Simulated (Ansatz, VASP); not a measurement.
**One calculation of Ge5Pd, two programs**

Contents of INCAR:

```
ALGO = Normal
EDIFF = 1E-6
ENCUT = 520
GGA = PE
ISIF = 2
ISMEAR = 0
ISPIN = 2
LASPH = T
LCHARG = F
LMAXMIX = 4
LORBIT = 11
LREAL = F
LWAVE = F
MAGMOM = 0 0 0 0 0 1
NBANDS = 53
NELM = 150
PREC = Accurate
SIGMA = 0.1
```

KPOINTS

```
k-points
0
Gamma
  4 4 4
```

The input POSCAR:

```
Ge5Pd
1.0
    0.0000000000      4.6086457885      4.6086457885
    4.6086457885      0.0000000000      4.6086457885
    4.6086457885      4.6086457885      0.0000000000
Ge Pd
5 1
Direct
    0.5000000000      0.5000000000      0.5000000000
    0.3490946535      0.9527160394      0.3490946535
    0.3490946535      0.3490946535      0.3490946535
    0.9527160394      0.3490946535      0.3490946535
    0.3490946535      0.3490946535      0.9527160394
    0.0000000000      0.0000000000      0.0000000000
```

Input for Ansatz:

```yaml
crystal:
  lattice:
    - [0.0, 4.6086457885, 4.6086457885]
    - [4.6086457885, 0.0, 4.6086457885]
    - [4.6086457885, 4.6086457885, 0.0]
  atoms:
    - { symbol: Ge, position: [0.5, 0.5, 0.5] }
    - { symbol: Ge, position: [0.3490946535, 0.9527160394, 0.3490946535] }
    - { symbol: Ge, position: [0.3490946535, 0.3490946535, 0.3490946535] }
    - { symbol: Ge, position: [0.9527160394, 0.3490946535, 0.3490946535] }
    - { symbol: Ge, position: [0.3490946535, 0.3490946535, 0.9527160394] }
    - { symbol: Pd, position: [0.0, 0.0, 0.0], spin: 1.0 }
basis:
  ecutwfc: 420
kpoints:
  mp_grid: { grid: [4, 4, 4] }
hamiltonian:
  xc: pbe
scf:
  occupations: { method: gaussian, width: 0.1 }
  lower_state_search: "off"
output:
  forces: true
  stress: true
  eigenvalues: true
  populations: true
magnetization:
  spin_polarized: true
```

Alike in both runs: task single point; functional PBE; k mesh 4 × 4 × 4; occupations gaussian, width 0.1 eV; collinear spin.

```csv
,VASP,Ansatz
version,VASP 6.6.1,Ansatz 0.2.0
potentials or method,"VASP PAW PBE potentials, release 64 (Ge_d, Pd), cutoff 520 eV","scalar-relativistic, plane waves, PAW"
valence electrons in the cell,80,88
```

VASP gave:

- gap on the k mesh at the Fermi level (eV): none
- pressure (GPa): -0.1
- net moment per atom (μB): 0.01

Question: What did Ansatz give for the same quantities?

Answer: gap on the k mesh at the Fermi level (eV): none; pressure (GPa): 0.0; net moment per atom (μB): 0.00.

A gap of «none» marks a metal or a gap that the smearing closes. VASP's potentials hold 80 valence electrons a cell and Ansatz's 88, so a difference there can come from the potentials and not from the codes. Ansatz's warnings: seeded moment not kept.
